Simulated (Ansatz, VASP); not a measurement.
# ZrTaS3 in VASP and in Ansatz

```
Zr Ta S
1.0
     4.87701    0.00000    0.00000
     0.00000    4.87701    0.00000
     0.00000    0.00000    4.87701
Zr Ta S
1 1 3
Direct
  0.00000 0.00000 0.00000
  0.50000 0.50000 0.50000
  0.50000 0.00000 0.00000
  0.00000 0.50000 0.00000
  0.00000 0.00000 0.50000
```

Change from the starting cell: species swapped into the CeRu3C type (Pm-3m, No. 221).

Alike in both runs: functional PBE; k mesh 4 × 4 × 4; occupations gaussian, width 0.1 eV; collinear spin.

Ansatz relaxed the structure, and its values are those at the end. VASP's run is a single point on that final structure, the one shown.

|  | VASP | Ansatz |
| --- | --- | --- |
| version | VASP 6.6.1 | Ansatz 0.2.0 |
| potentials or method | VASP PAW PBE potentials, release 64 (Zr_sv, Ta_pv, S), cutoff 520 eV | scalar-relativistic, plane waves, PAW |
| valence electrons in the cell | 41 | 43 |

```tsv
	VASP	Ansatz	Ansatz less VASP
gap on the k mesh at the Fermi level (eV)	none	none	-
pressure (GPa)	0.3	0.3	+0.02
net moment per atom (μB)	0.53	0.53	-0.001
size of the moment on the site where the two differ most (μB)	1.98	2.34	+0.362
```

Site moments also hang on the region over which each program counts them. A gap of «none» marks a metal or a gap that the smearing closes. With one functional, cell and mesh, what is left measures potentials, basis and numerics. VASP's potentials hold 41 valence electrons a cell and Ansatz's 43, so a difference there can come from the potentials and not from the codes.

Spin-orbit coupling is off throughout.
